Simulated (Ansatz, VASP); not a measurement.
# C in VASP and in Ansatz

```xyz
4
Lattice="2.4587 0.0000 0.0000 -1.2294 2.1293 0.0000 0.0000 0.0000 7.2458" Properties=species:S:1:pos:R:3 pbc="T T T"
C    -0.1420    0.0000    0.0181
C     0.1420    0.0000    3.6410
C    -0.1420    1.4196    0.0181
C     1.3714    0.7098    3.6410
```

Change from the starting cell: mode 4 frozen in at -0.142 Å, normal strain along x +0.0000.

Alike in both runs: task single point; functional PBEsol; k mesh 18 × 18 × 6; occupations gaussian, width 0.15 eV; no spin polarisation.

|  | VASP | Ansatz |
| --- | --- | --- |
| version | VASP 6.6.1 | Ansatz 0.2.0 |
| potentials or method | VASP PAW PBE potentials, release 64 (C), cutoff 520 eV | scalar-relativistic, plane waves, PAW |
| valence electrons in the cell | 16 | 16 |

```tsv
	VASP	Ansatz	Ansatz less VASP
gap on the k mesh at the Fermi level (eV)	0.01	0.01	0.000
least direct gap on the mesh (eV)	0.01	0.01	0.000
pressure (GPa)	0.7	0.0	-0.68
traceless stress, the component that is largest in VASP (GPa)	-0.69	0.06	+0.749
```

VASP's potentials were made for PBE, not for PBEsol, and Ansatz warns of the same on its side. The functional is the same, so the differences come from potentials, cutoffs and numerics.
